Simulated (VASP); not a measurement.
Here is a VASP 6.6.1 calculation.

Contents of INCAR:

```
SYSTEM = Ti8HO16
PREC = Accurate ; ENCUT = 520
EDIFF = 1E-6 ; ISMEAR = 0
SIGMA = 0.02 ; LREAL = Auto
LASPH = .True. ; NELM = 60
ALGO = Normal ; ISIF = 2
LWAVE = .False. ; LCHARG = .True.
GGA = PE ; LELF = .True.
LVHAR = .True. ; NELECT = 192.0
NBANDS = 114
```

KPOINTS

```
Automatic mesh
0
Gamma
  3 3 3
  0 0 0
```

POSCAR

```
Ti8HO16
1.0
    4.6432750182     -4.6432750182      0.0000000000
    4.6432750182      4.6432750182      0.0000000000
   -4.6432750182      0.0000000000      5.9277640358
Ti O H
8 16 1
Direct
    1.0222512034     -0.0009718409      0.0068938304
    0.2658276841      0.2362952960      0.5061070214
    0.4762901697      0.5291569500      0.0054025430
    0.7399049308      0.7501847440      0.5070139401
    0.0956079269      0.6189094739      0.2441735183
    0.3613405224      0.8482860493      0.7325240974
    0.6550025646      0.1299815416      0.2665829798
    0.8721075080      0.3795663617      0.7540352438
   -0.0085485919      0.3030194273     -0.0027863795
    0.2468821538      0.5508189214      0.4950353932
    0.4982796410      0.8141174912      0.0011803776
    0.7539496811      0.0573051819      0.5001643085
    0.8164056782      0.6300204228      0.2476243979
    0.0746759383      0.8783436050      0.7509905882
    0.3260789711      0.1287820209      0.2488120295
    0.5721230011      0.3782708178      0.7496398259
    0.0048998158      0.6949922586     -0.0001271980
    0.2516265938      0.9425951424      0.4992211198
    0.5248367385      0.2040926529     -0.0086786518
    0.7544780949      0.4468947633      0.4999890316
    0.4299165821      0.6253756054      0.2522327122
    0.6809722710      0.8740136042      0.7499370712
    0.9337411191      0.1222690470      0.2483901166
    0.1806211086      0.3759102087      0.7479550423
    0.6514012437      0.2113883236     -0.0446716500
```

Potentials or basis: VASP PAW PBE potentials, release 64 (Ti_sv, O, H).

Run with:

```console
$ cat potpaw_PBE.64/Ti_sv/POTCAR potpaw_PBE.64/O/POTCAR potpaw_PBE.64/H/POTCAR > POTCAR
$ mpirun -np 1 vasp_std > vasp.out
```

Predict the largest force.

0.299 eV/Å.

Forces on the atoms (eV/Å):
```
Ti   0.015  0.030 -0.015
Ti   0.013  0.063 -0.026
Ti   0.000 -0.085 -0.034
Ti  -0.009 -0.045 -0.015
Ti   0.066 -0.019  0.021
Ti   0.044  0.035  0.046
Ti  -0.059  0.013 -0.049
Ti   0.015  0.022  0.000
O   -0.056  0.007 -0.025
O   -0.051 -0.017 -0.054
O    0.000  0.011 -0.006
O   -0.059 -0.035  0.034
O   -0.019  0.053 -0.017
O    0.024  0.010 -0.038
O    0.064 -0.031  0.007
O    0.071  0.049  0.011
O    0.033  0.012 -0.013
O    0.011 -0.001 -0.018
O   -0.046  0.033  0.044
O    0.037  0.016 -0.007
O   -0.060  0.048 -0.001
O   -0.036  0.040  0.024
O    0.007 -0.008 -0.022
O   -0.045  0.031 -0.031
H    0.040 -0.231  0.186
```

Caveat: the cell carries a net charge on a neutralising background, which shifts energy and pressure.
